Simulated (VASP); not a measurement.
SnO:

```xyz
4
Lattice="3.3550 0.0000 0.0000 0.0000 5.6741 0.0000 0.0000 0.0000 4.2220" Properties=species:S:1:pos:R:3 pbc="T T T"
Sn    1.6775    4.3582    0.0555
Sn    0.0000    1.3159    2.1665
O     1.6775    0.6171    1.0000
O     0.0000    5.0570    3.1110
```

* Program: VASP 6.6.1
* Task: relaxation of cell and atoms
* Functional: SCAN
* Potentials or basis: VASP PAW PBE potentials, release 64 (Sn_d_GW, O_GW)
* Cutoff: 690 eV
* k mesh: 7 × 4 × 5
* Occupations: gaussian, width 0.03 eV
* Spin: no spin polarisation

At the start: pressure -3.4 GPa; volume 20.09 Å³/atom.

Q: Where does the relaxation end?

A: Over 48 steps the energy falls by 12.1 meV/atom and the volume is 19.93 Å³/atom (-0.8 %); space group Pmn2_1 (No. 31, to 0.1 Å) before and after.

Step by step:
| step | energy change (eV) | largest force (eV/Å) | pressure (GPa) | volume (Å³) |
| --- | --- | --- | --- | --- |
| 1 | 0.0000 | 0.6078 | -3.45 | 80.37 |
| 3 | -0.0391 | 0.1248 | 0.05 | 77.77 |
| 5 | -0.0458 | 0.0529 | 0.10 | 78.18 |
| 7 | -0.0462 | 0.0181 | 0.10 | 78.45 |
| 9 | -0.0466 | 0.0188 | 0.04 | 78.86 |
| 11 | -0.0467 | 0.0129 | -0.01 | 78.98 |
| 13 | -0.0467 | 0.0139 | -0.04 | 79.15 |
| 15 | -0.0467 | 0.0041 | 0.04 | 79.21 |
| 17 | -0.0468 | 0.0246 | -0.04 | 79.94 |
| 19 | -0.0468 | 0.0191 | -0.03 | 79.80 |
| 21 | -0.0468 | 0.0202 | -0.03 | 79.89 |
| 23 | -0.0469 | 0.0172 | -0.03 | 80.32 |
| 25 | -0.0472 | 0.0505 | -0.29 | 80.81 |
| 27 | -0.0471 | 0.0278 | 0.11 | 80.54 |
| 29 | -0.0475 | 0.0224 | -0.15 | 80.67 |
| 31 | -0.0480 | 0.0036 | -0.06 | 80.58 |
| 33 | -0.0480 | 0.0118 | 0.00 | 80.52 |
| 35 | -0.0480 | 0.0096 | 0.00 | 80.38 |
| 37 | -0.0481 | 0.0150 | 0.02 | 79.78 |
| 39 | -0.0481 | 0.0101 | -0.01 | 79.94 |
| 41 | -0.0483 | 0.0083 | -0.05 | 79.83 |
| 43 | -0.0482 | 0.0081 | 0.00 | 79.67 |
| 45 | -0.0482 | 0.0027 | -0.01 | 79.73 |
| 47 | -0.0482 | 0.0057 | 0.02 | 79.71 |
| 48 | -0.0482 | 0.0031 | 0.01 | 79.72 |

Final structure:
```
Sn O
1.0
     3.29974    0.00000    0.00000
     0.00000    5.71883    0.00000
     0.00000    0.00000    4.22446
Sn O
2 2
Direct
  0.50000 0.77220 0.00542
  0.00000 0.22780 0.50542
  0.50000 0.09643 0.24458
  0.00000 0.90357 0.74458
```

Caveat: the PAW data sets were made with another functional, which shifts forces and pressure a little.
